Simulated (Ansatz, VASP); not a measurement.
# PbS: VASP beside Ansatz

File INCAR:

```
PREC = Accurate
ENCUT = 520
EDIFF = 1E-6
ISMEAR = 0
SIGMA = 0.03
LREAL = F
LASPH = T
NELM = 60
ALGO = Normal
ISIF = 2
LWAVE = F
LCHARG = F
GGA = PE
NBANDS = 17
```

The input KPOINTS:

```
regular mesh
0
Gamma
  10 10 10
```

File POSCAR:

```
PbS
1.0
    0.0000000000      2.9650000000      2.9650000000
    2.9650000000      0.0000000000      2.9650000000
    2.9650000000      2.9650000000      0.0000000000
Pb S
1 1
Direct
    0.0000000000      0.0000000000      0.0089431718
    0.5000000000      0.5000000000      0.5000000000
```

Input for Ansatz:

```yaml
crystal:
  lattice:
    - [0.0, 2.965, 2.965]
    - [2.965, 0.0, 2.965]
    - [2.965, 2.965, 0.0]
  atoms:
    - { symbol: Pb, position: [0.0, 0.0, 0.0089431718] }
    - { symbol: S, position: [0.5, 0.5, 0.5] }
basis:
  ecutwfc: 420
kpoints:
  mp_grid: { grid: [10, 10, 10] }
hamiltonian:
  xc: pbe
scf:
  occupations: { method: gaussian, width: 0.03 }
output:
  forces: true
  stress: true
  eigenvalues: true
  write_density: true
  write_potential: true
  elf: true
  volumetric_format: npy
```

Change from the starting cell: all Pb atoms moved +0.037 Å, as atom 1 along Cartesian [1 1 0].

Alike in both runs: task single point; functional PBE; k mesh 10 × 10 × 10; occupations gaussian, width 0.03 eV; no spin polarisation.

|  | VASP | Ansatz |
| --- | --- | --- |
| version | VASP 6.6.1 | Ansatz 0.2.0 |
| potentials or method | VASP PAW PBE potentials, release 64 (Pb_d, S), cutoff 520 eV | scalar-relativistic, plane waves, PAW |
| valence electrons in the cell | 20 | 20 |

Ansatz gave:

```
gap on the k mesh at the Fermi level (eV) : 0.36
least direct gap on the mesh (eV)         : 0.36
pressure (GPa)                            : 2.3
rms of the force components (eV/Å)        : 0.012
```

Q: Which values does VASP return?

A: gap on the k mesh at the Fermi level (eV): 0.36; least direct gap on the mesh (eV): 0.36; pressure (GPa): 2.2; rms of the force components (eV/Å): 0.013.

Atom by atom the forces differ by 0.000 eV/Å (rms over components). With one functional, cell and mesh, what is left measures potentials, basis and numerics.

Neither program's run includes spin-orbit coupling.
